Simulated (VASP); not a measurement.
Input of a VASP 6.6.1 run:

The input POSCAR:

```
CaS
1.0
    2.8478793990      2.8478793990      0.0000000000
   -2.8478793990      2.8478793990      0.0000000000
    0.0000000000      2.8478793990      2.8478793990
Ca S
1 1
Direct
    0.0000000000      0.0000000000      0.0000000000
    0.5000000000      0.5000000000      0.0000000000
```

The input INCAR.step1:

```
PREC     = Accurate       # precision mode
ENCUT    = 550            # plane-wave cutoff, eV
ISMEAR   = 0              # smearing method
SIGMA    = 0.01           # smearing width, eV
LREAL    = False          # projectors in reciprocal space
LASPH    = True           # aspherical terms in the spheres
NELM     = 120            # most SCF steps
NBANDS   = 15             # bands
GGA      = PE             # functional
ALGO     = Normal         # electronic algorithm
EDIFF    = 1E-5           # SCF threshold, eV
LWAVE    = True           # write WAVECAR
LCHARG   = False          # write CHGCAR
GGA_COMPAT= False
```

The input INCAR.step2:

```
PREC     = Accurate       # precision mode
ENCUT    = 550            # plane-wave cutoff, eV
EDIFF    = 1E-6           # SCF threshold, eV
ISMEAR   = 0              # smearing method
SIGMA    = 0.01           # smearing width, eV
LREAL    = False          # projectors in reciprocal space
LASPH    = True           # aspherical terms in the spheres
NELM     = 120            # most SCF steps
ALGO     = Normal         # electronic algorithm
ISIF     = 2              # what is computed and relaxed
LWAVE    = False          # write WAVECAR
LCHARG   = False          # write CHGCAR
METAGGA  = R2SCAN         # meta-GGA
LMIXTAU  = True         
NBANDS   = 15             # bands
ISTART   = 1            
GGA_COMPAT= False
```

KPOINTS

```
regular mesh
0
Gamma
  8 8 8
```

Potentials or basis: VASP PAW PBE potentials, release 64 (Ca_sv, S).

Run with:

```sh
$ cat potpaw_PBE.64/Ca_sv/POTCAR potpaw_PBE.64/S/POTCAR > POTCAR
$ cp INCAR.step1 INCAR
$ mpirun -np 1 vasp_std > vasp.out
$ cp INCAR.step2 INCAR
$ mpirun -np 1 vasp_std > vasp.out
```

**Question.** Estimate the pressure.

**Answer.** 0.3 GPa.

**Question.** Estimate the band gap on the k mesh.

**Answer.** 2.80 eV (least direct gap 3.63 eV).

Caveat: the PAW data sets were made with another functional, which shifts forces and pressure a little. A k mesh can miss the band edges.
